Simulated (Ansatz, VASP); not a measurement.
## BeS: VASP beside Ansatz

```
Be S
1.0
     0.00000    2.42500    2.42500
     2.42500    0.00000    2.42500
     2.42500    2.42500    0.00000
Be S
1 1
Cartesian
  0.0000 0.0000 0.0000
  1.2125 1.2125 1.2125
```

Alike in both runs: task single point; functional PBE; k mesh 6 × 6 × 6; no spin polarisation.

```csv
,VASP,Ansatz
version,VASP 6.6.1,Ansatz 0.2.0
potentials or method,"VASP PAW PBE potentials, release 64 (Be, S), cutoff 520 eV","plane waves, PAW"
occupations,"gaussian, width 0.01 eV",fixed
valence electrons in the cell,8,8
```

```csv
,VASP,Ansatz,Ansatz less VASP
gap on the k mesh at the Fermi level (eV),3.11,3.11,-0.001
```
